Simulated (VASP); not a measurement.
Set up this calculation in VASP 6.6.1, as the native input.

```yaml
Task: single point
Functional: PBE
Potentials_or_basis: VASP PAW PBE potentials, release 64 (Sc_sv)
Cutoff: 520 eV
k_mesh: 18 × 18 × 10
Occupations: gaussian, width 0.15 eV
Spin: no spin polarisation
Dipole_correction: no
Further_INCAR_settings: ALGO = Fast; EDIFF = 1e-06; NBANDS = 18
```

The structure of Sc lies in POSCAR:

```
Sc
1.0
    3.4020521397      0.0000000000      0.0000000000
   -1.7010260698      2.9462635780      0.0000000000
    0.0000000000      0.0000000000      4.9831541031
Sc
2
Direct
    0.3333333333      0.6666666667      0.2500000000
    0.6666666667      0.3333333333      0.7500000000
```

This cell differs from its parent crystal: ratio of the length along z to the lengths across it x 0.92, volume and fractional coordinates fixed.

These files were run (other wordings do the same):

INCAR

```
SYSTEM = Sc
PREC = Accurate
ENCUT = 520
EDIFF = 1E-6
ISMEAR = 0
SIGMA = 0.15
LREAL = .False.
LASPH = .True.
NELM = 100
ALGO = Fast
ISIF = 2
LWAVE = .False.
LCHARG = .False.
GGA = PE
NBANDS = 18
```

KPOINTS

```
regular mesh
0
Gamma
  18 18 10
  0 0 0
```

Potentials or basis: VASP PAW PBE potentials, release 64 (Sc_sv).

Run with:

```sh
$ cat potpaw_PBE.64/Sc_sv/POTCAR > POTCAR
$ mpirun -np 1 vasp_std > vasp.out
```

It gave:

The pressure is -0.7 GPa. The band gap on the k mesh is zero (band 11 reaches 4.78 eV, above the bottom of band 12 at 3.06 eV).

It took 4.1 min on 1 thread of Intel(R) Xeon(R) Platinum 8375C CPU @ 2.90GHz (Ice Lake) (shared host), peak memory 0.29 GiB.
